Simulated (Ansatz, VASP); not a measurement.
In3Sb in VASP and in Ansatz

The input POSCAR:

```
In3Sb
1.0
    4.8369620000      0.0000000000      0.0000000000
    0.0000000000      4.8369620000      0.0000000000
    0.0000000000      0.0000000000      4.8369620000
In Sb
3 1
Direct
    0.5000000000      0.5000000000      0.0000000000
    0.5000000000      0.0000000000      0.5000000000
    0.0000000000      0.5000000000      0.5000000000
    0.0000000000      0.0000000000      0.0000000000
```

Contents of INCAR.step1:

```
SYSTEM = In3Sb
ALGO = Normal ; EDIFF = 1E-4
ENCUT = 520 ; GGA = PE
ISMEAR = 0 ; LASPH = .True.
LCHARG = .False. ; LREAL = .False.
LWAVE = .True. ; NBANDS = 30
NELM = 60 ; PREC = Accurate
SIGMA = 0.4
```

INCAR.step2

```
SYSTEM = In3Sb
ALGO = Normal ; EDIFF = 1E-6
ENCUT = 520 ; ISIF = 2
ISMEAR = 0 ; ISTART = 1
LASPH = .True. ; LCHARG = .False.
LMIXTAU = .True. ; LREAL = .False.
LWAVE = .False. ; METAGGA = R2SCAN
NBANDS = 30 ; NELM = 60
PREC = Accurate ; SIGMA = 0.4
```

The input KPOINTS:

```
k-points
0
Gamma
  5 5 5
  0 0 0
```

Input for Ansatz:

```yaml
crystal:
  lattice:
    - [4.836962, 0.0, 0.0]
    - [0.0, 4.836962, 0.0]
    - [0.0, 0.0, 4.836962]
  atoms:
    - { symbol: In, position: [0.5, 0.5, 0.0] }
    - { symbol: In, position: [0.5, 0.0, 0.5] }
    - { symbol: In, position: [0.0, 0.5, 0.5] }
    - { symbol: Sb, position: [0.0, 0.0, 0.0] }
basis:
  ecutwfc: 500
kpoints:
  mp_grid: { grid: [5, 5, 5] }
hamiltonian:
  xc: r2scan
scf:
  occupations: { method: gaussian, width: 0.4 }
output:
  forces: true
  stress: true
  eigenvalues: true
```

Alike in both runs: task single point; functional r2SCAN; k mesh 5 × 5 × 5; occupations gaussian, width 0.4 eV; no spin polarisation.

|  | VASP | Ansatz |
| --- | --- | --- |
| version | VASP 6.6.1 | Ansatz 0.2.0 |
| potentials or method | VASP PAW PBE potentials, release 64 (In_d, Sb), cutoff 520 eV | scalar-relativistic, plane waves, PAW |
| valence electrons in the cell | 44 | 54 |

|  | VASP | Ansatz | Ansatz less VASP |
| --- | --- | --- | --- |
| gap on the k mesh at the Fermi level (eV) | none | none | - |
| pressure (GPa) | -0.8 | -0.8 | 0.00 |

VASP's potentials were made for PBE, not for r2SCAN. A gap of «none» marks a metal or a gap that the smearing closes. VASP's potentials hold 44 valence electrons a cell and Ansatz's 54, so a difference there can come from the potentials and not from the codes.

Spin-orbit coupling is off throughout.
